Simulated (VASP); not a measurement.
## MnO2: single point with PBE+U

MnO2:

```
CELL_PARAMETERS angstrom
4.49522 0.00000 0.00000
0.00000 4.49522 0.00000
0.00000 0.00000 2.95494
ATOMIC_POSITIONS crystal
Mn 0.00000 0.00000 0.00000
Mn 0.50000 0.50000 0.50000
O 0.30400 0.30400 0.00000
O 0.69600 0.69600 0.00000
O 0.80400 0.19600 0.50000
O 0.19600 0.80400 0.50000
```

```
Program             : VASP 6.6.1
Task                : single point
Functional          : PBE
Potentials or basis : VASP PAW PBE potentials, release 64 (Mn_pv, O)
Cutoff              : 600 eV
k mesh              : 4 × 4 × 6
Occupations         : gaussian, width 0.0147 eV
Spin                : collinear spin, antiferromagnetic start
Starting moments    : [2.5, -2.5, 0.0, 0.0, 0.0, 0.0] μB
Hubbard terms       : Mn d U = 2.27 eV
```

```json
{
  "Pressure": "-9.0 GPa",
  "Largest force": "0.352 eV/Å",
  "Band gap on the k mesh": "0.16 eV",
  "Net moment": "0.00 μB per cell",
  "Site moments": "Mn +2.86, -2.86; O -0.01, +0.01 (each value once) μB",
  "Valence electrons inside the program's atomic spheres": "Mn 11.52; O 5.00"
}
```

Forces in eV/Å, atoms in the order of the input:
```
Mn   0.000  0.000  0.000
Mn   0.000  0.000  0.000
O    0.249  0.249  0.000
O   -0.249 -0.249  0.000
O    0.249 -0.249  0.000
O   -0.249  0.249  0.000
```

Stress tensor (GPa, compression positive):
```
 -8.00   0.00   0.00
  0.00  -8.00   0.00
  0.00   0.00 -10.94
```

Levels at points of the mesh, in eV from the valence-band top:
Spin up:
| k point | band 22 | band 23 | band 24 | band 25 | band 26 | band 27 | band 28 | band 29 |
| --- | --- | --- | --- | --- | --- | --- | --- | --- |
| (0.00, 0.00, 0.00) | -1.20 | -0.63 | -0.57 | 0.00 | 0.16 | 1.09 | 1.76 | 2.66 |
| (0.50, 0.00, 0.00) | -1.52 | -1.24 | -0.86 | -0.71 | 1.80 | 2.08 | 2.15 | 2.39 |
| (0.50, 0.50, 0.00) | -1.99 | -1.55 | -1.53 | -0.05 | 0.26 | 1.06 | 2.38 | 2.85 |
| (0.00, 0.00, 0.50) | -2.53 | -1.81 | -0.98 | -0.31 | 1.30 | 1.53 | 2.10 | 2.19 |
| (0.50, 0.00, 0.50) | -1.66 | -1.25 | -1.15 | -1.09 | 0.61 | 1.19 | 2.09 | 2.29 |
| (0.50, 0.50, 0.50) | -1.44 | -0.93 | -0.58 | -0.54 | 1.55 | 1.91 | 1.95 | 2.21 |
Spin down:
```tsv
k point	band 22	band 23	band 24	band 25	band 26	band 27	band 28	band 29
(0.00, 0.00, 0.00)	-1.20	-0.63	-0.57	0.00	0.16	1.09	1.76	2.66
(0.50, 0.00, 0.00)	-1.52	-1.24	-0.86	-0.71	1.80	2.08	2.15	2.39
(0.50, 0.50, 0.00)	-1.99	-1.55	-1.53	-0.05	0.26	1.06	2.38	2.85
(0.00, 0.00, 0.50)	-2.53	-1.81	-0.98	-0.31	1.30	1.53	2.10	2.19
(0.50, 0.00, 0.50)	-1.66	-1.25	-1.15	-1.09	0.61	1.19	2.09	2.29
(0.50, 0.50, 0.50)	-1.44	-0.93	-0.58	-0.54	1.55	1.91	1.95	2.21
```

Eigenvalues of the final occupation matrices:
```csv
site,spin,trace,eigenvalues
site 1 d,1,3.82,0.47 0.48 0.95 0.96 0.96
site 1 d,2,1.00,0.07 0.13 0.15 0.32 0.33
site 2 d,1,1.00,0.07 0.13 0.15 0.32 0.33
site 2 d,2,3.82,0.47 0.48 0.95 0.96 0.96
```

It took 2.6 min on 1 thread of Intel Xeon 8259CL, with other jobs on the host, peak memory 0.25 GiB.

Caveat: the cell stands under tension. The state reached can hang on the start; a lower one may exist.
